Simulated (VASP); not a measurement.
# CdSe (P6_222) in VASP: further runs, part 2 of 2

VASP 6.6.1. The steps go on from the part before.

## (3) Single point, PBE (29.05 Å³/atom)

This run uses another cell than the first one, of 29.05 Å³/atom.

The input, INCAR:

```
PREC = Accurate
ENCUT = 520
EDIFF = 1E-7
ISMEAR = 0
SIGMA = 0.1
LREAL = F
LASPH = T
NELM = 80
ALGO = Normal
ISIF = 2
LWAVE = F
LCHARG = F
GGA = PE
NBANDS = 36
```

The input, KPOINTS:

```
Automatic mesh
0
Gamma
  12 12 4
```

The input, POSCAR:

```
CdSe
1.0
    4.4528306342      0.0000000000      0.0000000000
   -2.2264153171      3.8562644480      0.0000000000
    0.0000000000      0.0000000000     10.1489874359
Cd Se
3 3
Direct
    0.0000000000      0.5000000000      0.1666666667
    0.5000000000      0.5000000000      0.8333333333
    0.5000000000      0.0000000000      0.5000000000
    0.5000000000      0.5000000000      0.3333333333
    0.5000000000      0.0000000000      0.0000000000
    0.0000000000      0.5000000000      0.6666666667
```

Potentials or basis: VASP PAW PBE potentials, release 64 (Cd, Se).

Run with:

```console
$ cat potpaw_PBE.64/Cd/POTCAR potpaw_PBE.64/Se/POTCAR > POTCAR
$ mpirun -np 1 vasp_std > vasp.out
```

OUTCAR:

```text
PREC = Accurate
   ENCUT = 520
   EDIFF = 1E-7
   ISMEAR = 0
   LREAL = F
   LASPH = T
   NELM = 80
   ISIF = 2
   GGA = PE

 ion  position               nearest neighbor table
   1  0.000  0.500  0.167-   4 2.80   4 2.80   5 2.80   5 2.80
   2  0.500  0.500  0.833-   6 2.80   6 2.80   5 2.80   5 2.80
   3  0.500  0.000  0.500-   4 2.80   6 2.80   4 2.80   6 2.80
   4  0.500  0.500  0.333-   1 2.80   1 2.80   3 2.80   3 2.80
   5  0.500  0.000  0.000-   1 2.80   2 2.80   2 2.80   1 2.80
   6  0.000  0.500  0.667-   2 2.80   2 2.80   3 2.80   3 2.80

  LATTYP: Found a hexagonal cell.
 ALAT       =     4.4528306342
 C/A-ratio  =     2.2792215266

  Lattice vectors:

 A1 = (   4.4528306342,   0.0000000000,   0.0000000000)
 A2 = (  -2.2264153171,   3.8562644480,   0.0000000000)
 A3 = (   0.0000000000,   0.0000000000,  10.1489874359)

Analysis of symmetry for initial positions (statically):
=====================================================================
 Subroutine PRICEL returns:
 Original cell was already a primitive cell.

 Routine SETGRP: Setting up the symmetry group for a
 hexagonal supercell.

 Subroutine GETGRP returns: Found 12 space group operations
 (whereof  4 operations were pure point group operations)
 out of a pool of 24 trial point group operations.

The static configuration has the point symmetry D_2 .
 The point group associated with its full space group is D_6 .

Analysis of symmetry for dynamics (positions and initial velocities):
=====================================================================
 Subroutine PRICEL returns:
 Original cell was already a primitive cell.

 Routine SETGRP: Setting up the symmetry group for a
 hexagonal supercell.

 Subroutine GETGRP returns: Found 12 space group operations
 (whereof  4 operations were pure point group operations)
 out of a pool of 24 trial point group operations.

The dynamic configuration has the point symmetry D_2 .
 The point group associated with its full space group is D_6 .

 Subroutine INISYM returns: Found 12 space group operations
 (whereof  4 operations are pure point group operations),
 and found     1 'primitive' translations

----------------------------------------------------------------------------------------

                                     Primitive cell

  volume of cell :     174.2712

  direct lattice vectors                    reciprocal lattice vectors
     4.452830634  0.000000000  0.000000000     0.224576249  0.129659158  0.000000000
    -2.226415317  3.856264448  0.000000000     0.000000000  0.259318315  0.000000000
     0.000000000  0.000000000 10.148987436     0.000000000  0.000000000  0.098531997

  length of vectors
     4.452830634  4.452830634 10.148987436     0.259318315  0.259318315  0.098531997

  position of ions in fractional coordinates (direct lattice)
     0.000000000  0.500000000  0.166666667
     0.500000000  0.500000000  0.833333333
     0.500000000  0.000000000  0.500000000
     0.500000000  0.500000000  0.333333333
     0.500000000  0.000000000  0.000000000
     0.000000000  0.500000000  0.666666667

  ion indices of the primitive-cell ions
   primitive index   ion index
                 1           1
                 2           2
                 3           3
                 4           4
                 5           5
                 6           6

[... 31 lines left out ...]
  0.250000 -0.000000  0.000000      6.000000
  0.333333 -0.000000  0.000000      6.000000
  0.416667 -0.000000  0.000000      6.000000
[... 16 lines left out ...]
  0.250000 -0.000000  0.250000     12.000000
  0.333333 -0.000000  0.250000     12.000000
 [... further k-points ...]
   k-points           NKPTS =     57   k-points in BZ     NKDIM =     57   number of bands    NBANDS=     36
   number of dos      NEDOS =    301   number of ions     NIONS =      6
   total plane-waves  NPLWV = 103680
   dimension x,y,z NGX =    36 NGY =   36 NGZ =   80
   dimension x,y,z NGXF=    72 NGYF=   72 NGZF=  160
   ions per type =               3   3
   NGX,Y,Z   is equivalent  to a cutoff of  13.44, 13.44, 13.10 a.u.
   NGXF,Y,Z  is equivalent  to a cutoff of  26.88, 26.88, 26.21 a.u.
 SYSTEM =  unknown system
   PREC   = accura    normal or accurate (medium, high low for compatibility)
   ISTART =      0    job   : 0-new  1-cont  2-samecut
   ICHARG =      2    charge: 1-file 2-atom 10-const
   ISPIN  =      1    spin polarized calculation?
   LNONCOLLINEAR =      F non collinear calculations
   LSORBIT =      F    spin-orbit coupling
   LASPH  =      T    aspherical Exc in radial PAW
   ENCUT  =  520.0 eV  38.22 Ry    6.18 a.u.   8.28  8.28 18.87*2*pi/ulx,y,z
   NELM   =     80;   NELMIN=  2; NELMDL= -5     # of ELM steps
   EDIFF  = 0.1E-06   stopping-criterion for ELM
   LREAL  =      F    real-space projection
   EDIFFG = 0.1E-05   stopping-criterion for IOM
   NSW    =      0    number of steps for IOM
   IBRION =     -1    ionic relax: 0-MD 1-quasi-New 2-CG
   NFREE  =      0    steps in history (QN), initial steepest desc. (CG)
   ISIF   =      2    stress and relaxation
   ISYM   =      2    0-nonsym 1-usesym 2-fastsym
   POTIM  = 0.5000    time-step for ionic-motion
   TEBEG  =    0.0;   TEEND  =   0.0 temperature during run
   PSTRESS=    0.0 pullay stress
   NELECT =      54.0000    total number of electrons
   NUPDOWN=      -1.0000    fix difference up-down
   EMIN   =  10.00;   EMAX   =-10.00  energy-range for DOS
   EFERMI =   0.00;   METHOD = LEGACY
   ISMEAR =     0;   SIGMA  =   0.10  broadening in eV -4-tet -1-fermi 0-gaus
   EFERMI_NEDOS =   21; number of points for ismear=-14 and -15
   IALGO  =     38    algorithm
   IMIX   =      4    mixing-type and parameters
     AMIX     =   0.40;   BMIX     =  1.00
     AMIX_MAG =   1.60;   BMIX_MAG =  1.00
  volume/ion in A,a.u.               =      29.05       196.01
  Fermi-wavevector in a.u.,A,eV,Ry     =   1.107807  2.093452 16.697570  1.227237
  Thomas-Fermi vector in A             =   2.244326
   LORBIT       =      0    0 simple, 1 ext, 2 COOP (PROOUT), +10 PAW based schemes
   GGA     = PE    functional components
   LHFCALC =     F    Hartree Fock is set to
   AEXX    =    0.0000 exact exchange contribution
   IVDW    =     0    specifies the selected vdW correction
   LEPSILON=     F    determine dielectric tensor
   LRPA    =     F    only Hartree local field effects (RPA)
 non-spin polarized calculation
 Gauss-broadening in eV      SIGMA  =   0.10
  energy-cutoff  :      520.00
  volume of cell :      174.27
 maximum number of plane-waves:      4730
 NGX is ok and might be reduce to    36
   NGX = 17   NGY = 17   NGZ = 37

 number of electron      53.9999996 magnetization

 Free energy of the ion-electron system (eV)
  ---------------------------------------------------
  ext. energy  EPLUGINS =         0.00000000
  ---------------------------------------------------
  free energy    TOTEN  =       -15.66795030 eV

  energy without entropy =      -15.66746085  energy(sigma->0) =      -15.66770557

 E-fermi :   0.7864     XC(G=0):  -8.9413

 val. band max:        0.7321854268   @ k =   0.0000   0.0000   0.5000
 cond. band min:       1.2191859562   @ k =   0.0833  -0.0000   0.0000
 fundamental gap:      0.4870005294
 Fermi energy:         0.7864307740

 k-point     1 :       0.0000    0.0000    0.0000
  band No.  band energies     occupation
      1     -11.4752      2.00000
      2     -11.0496      2.00000
      3     -11.0496      2.00000
      4      -7.1393      2.00000
      5      -7.1393      2.00000
      6      -7.0114      2.00000
[... 925 lines left out ...]
     35       6.9909      0.00000
     36       7.6854      0.00000

 [... further k-points ...]

------------------------ aborting loop because EDIFF is reached ----------------------------------------

  FORCE on cell =-STRESS in cart. coord.  units (eV):
  Direction    XX          YY          ZZ          XY          YZ          ZX
  --------------------------------------------------------------------------------------
  -------------------------------------------------------------------------------------
  Total       -3.9283688     -3.9283688     -3.9126667     -0.0000000      0.0000000     -0.0000000
  in kB      -36.1157915    -36.1157915    -35.9714327     -0.0000000      0.0000000     -0.0000000
  external PRESSURE =     -36.0676719 kB  Pullay stress =       0.0000000 kB

 VOLUME and BASIS-vectors are now :
 -----------------------------------------------------------------------------
  energy-cutoff  :      520.00
  volume of cell :      174.27
      direct lattice vectors                 reciprocal lattice vectors
     4.452830634  0.000000000  0.000000000     0.224576249  0.129659158  0.000000000
    -2.226415317  3.856264448  0.000000000     0.000000000  0.259318315  0.000000000
     0.000000000  0.000000000 10.148987436     0.000000000  0.000000000  0.098531997

 POSITION                                       TOTAL-FORCE (eV/Angst)
 -----------------------------------------------------------------------------------
     -1.11321      1.92813      1.69150         0.000000      0.000000      0.000000
      1.11321      1.92813      8.45749        -0.000000      0.000000      0.000000
      2.22642      0.00000      5.07449         0.000000      0.000000     -0.000000
      1.11321      1.92813      3.38300         0.000000     -0.000000     -0.000000
      2.22642      0.00000      0.00000        -0.000000      0.000000     -0.000000
     -1.11321      1.92813      6.76599        -0.000000      0.000000     -0.000000
 -----------------------------------------------------------------------------------
    total drift:                                0.000000      0.000000      0.000000

  FREE ENERGIE OF THE ION-ELECTRON SYSTEM (eV)
  ---------------------------------------------------
  free  energy   TOTEN  =       -15.6679502959 eV

  energy  without entropy=      -15.6674608470  energy(sigma->0) =      -15.66770557
```

stdout:

```text
POSCAR found type information on POSCAR CdSe
 POSCAR found :  2 types and       6 ions
 scaLAPACK will be used
 LDA part: xc-table for (Slater+PW92), standard interpolation
 POSCAR, INCAR and KPOINTS ok, starting setup
 FFT: planning ... GRIDC
 FFT: planning ... GRID_SOFT
 FFT: planning ... GRID
 WAVECAR not read
 entering main loop
```

Run time: 2.2 min. Hardware: 1 thread of Intel Xeon 6975P-C (Granite Rapids), shared host; peak memory 0.49 GiB.

What came out:

```
Free energy            : -15.6680 eV
Pressure               : -3.6 GPa
Band gap on the k mesh : zero (bands 27 and 28 overlap by 0.07 eV)
```

Caveat: the cell stands under tension; semilocal functionals underestimate gaps, so a narrow gap can read as zero.

## (4) Single point, PBE (24.03 Å³/atom)

This run uses another cell than the first one, of 24.03 Å³/atom.

The input, INCAR:

```
PREC = Accurate
ENCUT = 520
EDIFF = 1E-7
ISMEAR = 0
SIGMA = 0.1
LREAL = False
LASPH = True
NELM = 80
ALGO = Normal
ISIF = 2
LWAVE = False
LCHARG = False
GGA = PE
NBANDS = 36
```

KPOINTS is that of step 3.

POSCAR: that of step 3 with these lines changed.

```diff
@@ -2,5 +2,5 @@
 1.0
-    4.4528306342      0.0000000000      0.0000000000
-   -2.2264153171      3.8562644480      0.0000000000
-    0.0000000000      0.0000000000     10.1489874359
+    4.1269044105      0.0000000000      0.0000000000
+   -2.0634522052      3.5740040585      0.0000000000
+    0.0000000000      0.0000000000      9.7745091250
 Cd Se
```

Potentials or basis: VASP PAW PBE potentials, release 64 (Cd, Se).

Run with:

```console
$ cat potpaw_PBE.64/Cd/POTCAR potpaw_PBE.64/Se/POTCAR > POTCAR
$ mpirun -np 1 vasp_std > vasp.out
```

OUTCAR:

```text
PREC = Accurate
   ENCUT = 520
   EDIFF = 1E-7
   ISMEAR = 0
   LREAL = False
   LASPH = True
   NELM = 80
   ISIF = 2
   GGA = PE

 ion  position               nearest neighbor table
   1  0.000  0.500  0.167-   4 2.63   4 2.63   5 2.63   5 2.63
   2  0.500  0.500  0.833-   6 2.63   6 2.63   5 2.63   5 2.63
   3  0.500  0.000  0.500-   4 2.63   4 2.63   6 2.63   6 2.63
   4  0.500  0.500  0.333-   1 2.63   1 2.63   3 2.63   3 2.63
   5  0.500  0.000  0.000-   2 2.63   2 2.63   1 2.63   1 2.63
   6  0.000  0.500  0.667-   2 2.63   2 2.63   3 2.63   3 2.63
[... 1146 lines left out ...]
  -------------------------------------------------------------------------------------
  Total        5.5902225      5.5902225      5.6851083      0.0000000      0.0000000      0.0000000
  in kB       62.1248378     62.1248378     63.1793154      0.0000000      0.0000000      0.0000000
  external PRESSURE =      62.4763303 kB  Pullay stress =       0.0000000 kB

 VOLUME and BASIS-vectors are now :
 -----------------------------------------------------------------------------
  energy-cutoff  :      520.00
  volume of cell :      144.17
      direct lattice vectors                 reciprocal lattice vectors
     4.126904410  0.000000000  0.000000000     0.242312373  0.139899114  0.000000000
    -2.063452205  3.574004058  0.000000000     0.000000000  0.279798227  0.000000000
     0.000000000  0.000000000  9.774509125     0.000000000  0.000000000  0.102306928

 POSITION                                       TOTAL-FORCE (eV/Angst)
 -----------------------------------------------------------------------------------
     -1.03173      1.78700      1.62908         0.000000      0.000000      0.000000
      1.03173      1.78700      8.14542        -0.000000      0.000000      0.000000
      2.06345      0.00000      4.88725         0.000000      0.000000     -0.000000
      1.03173      1.78700      3.25817         0.000000      0.000000     -0.000000
      2.06345      0.00000      0.00000        -0.000000      0.000000     -0.000000
     -1.03173      1.78700      6.51634         0.000000     -0.000000     -0.000000
 -----------------------------------------------------------------------------------
    total drift:                                0.000000      0.000000      0.000000

  FREE ENERGIE OF THE ION-ELECTRON SYSTEM (eV)
  ---------------------------------------------------
  free  energy   TOTEN  =       -15.5823466455 eV

  energy  without entropy=      -15.5821832549  energy(sigma->0) =      -15.58226495
```

It took 1.7 min on 1 thread of Intel Xeon 6975P-C (Granite Rapids), shared host; peak memory 0.41 GiB.

Results:

```yaml
Free_energy: -15.5823 eV
Pressure: 6.2 GPa
Band_gap_on_the_k_mesh: 0.09 eV (least direct gap 0.55 eV)
```

Stress tensor (GPa, compression positive):
```
6.21 0.00 0.00
0.00 6.21 0.00
0.00 0.00 6.32
```

Caveat: the cell stands under pressure. A k mesh can miss the band edges.

## (5) Overview

```csv
cell,gap on the mesh (eV),pressure (GPa)
"a = 4.390, b = 4.390, c = 10.063 Å, angles 90.0, 90.0, 120.0°, 6 atoms",none,-2.3
"a = 4.453, b = 4.453, c = 10.149 Å, angles 90.0, 90.0, 120.0°, 6 atoms",none,-3.6
"a = 4.127, b = 4.127, c = 9.775 Å, angles 90.0, 90.0, 120.0°, 6 atoms",0.09,6.2
```

Alike in all rows: task single point; level PBE; potentials or basis VASP PAW PBE potentials, release 64 (Cd, Se); no spin polarisation; k mesh 12 × 12 × 4; cutoff (eV) 520; smearing gaussian 0.1 eV.

Caveats: semilocal functionals underestimate gaps, so a narrow gap can read as zero (at least some runs); the cell stands under tension (at least some runs); the cell stands under pressure (at least some runs).

Absolute energies hang on the potentials; compare differences alone.
